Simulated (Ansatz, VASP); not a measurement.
# Two plane-wave programs on AlN

INCAR

```
ALGO = Normal
EDIFF = 1E-6
ENCUT = 520
GGA = PE
ISIF = 2
ISMEAR = 0
LASPH = True
LCHARG = False
LREAL = False
LWAVE = False
NBANDS = 16
NELM = 100
PREC = Accurate
SIGMA = 0.05
```

The input KPOINTS:

```
k-points
0
Gamma
  12 12 6
```

File POSCAR:

```
AlN
1.0
    3.2241467498      0.0000000000      0.0000000000
   -1.6120733749      2.6295409719      0.0000000000
    0.0000000000      0.0000000000      5.0179796548
Al N
2 2
Direct
    0.3333333333      0.6666666667      0.0017287175
    0.6666666667      0.3333333333      0.5017287175
    0.3333333333      0.6666666667      0.3832712825
    0.6666666667      0.3333333333      0.8832712825
```

Input for Ansatz:

```yaml
crystal:
  lattice:
    - [3.2241467498, 0.0, 0.0]
    - [-1.6120733749, 2.6295409719, 0.0]
    - [0.0, 0.0, 5.0179796548]
  atoms:
    - { symbol: Al, position: [0.3333333333, 0.6666666667, 0.0017287175] }
    - { symbol: Al, position: [0.6666666667, 0.3333333333, 0.5017287175] }
    - { symbol: "N", position: [0.3333333333, 0.6666666667, 0.3832712825] }
    - { symbol: "N", position: [0.6666666667, 0.3333333333, 0.8832712825] }
basis:
  ecutwfc: 420
kpoints:
  mp_grid: { grid: [12, 12, 6] }
hamiltonian:
  xc: pbe
scf:
  occupations: { method: gaussian, width: 0.05 }
output:
  forces: true
  stress: true
  eigenvalues: true
```

Change from the starting cell: strain +0.0300 x Voigt [1, -1, 0, 0, 0, 0], atoms carried along.

Alike in both runs: task single point; functional PBE; k mesh 12 × 12 × 6; occupations gaussian, width 0.05 eV; no spin polarisation.

|  | VASP | Ansatz |
| --- | --- | --- |
| version | VASP 6.6.1 | Ansatz 0.2.0 |
| potentials or method | VASP PAW PBE potentials, release 64 (Al, N), cutoff 520 eV | scalar-relativistic, plane waves, PAW |
| valence electrons in the cell | 16 | 16 |

|  | VASP | Ansatz | Ansatz less VASP |
| --- | --- | --- | --- |
| gap on the k mesh at the Fermi level (eV) | 4.01 | 4.00 | -0.009 |
| least direct gap on the mesh (eV) | 4.01 | 4.00 | -0.009 |
| pressure (GPa) | 0.3 | 0.6 | +0.26 |
| traceless stress, the component that is largest in VASP (GPa) | 10.44 | 10.38 | -0.059 |
| rms of the force components (eV/Å) | 0.353 | 0.351 | -0.0021 |

Atom by atom the forces differ by 0.002 eV/Å (rms over components). With one functional, cell and mesh, what is left measures potentials, basis and numerics.
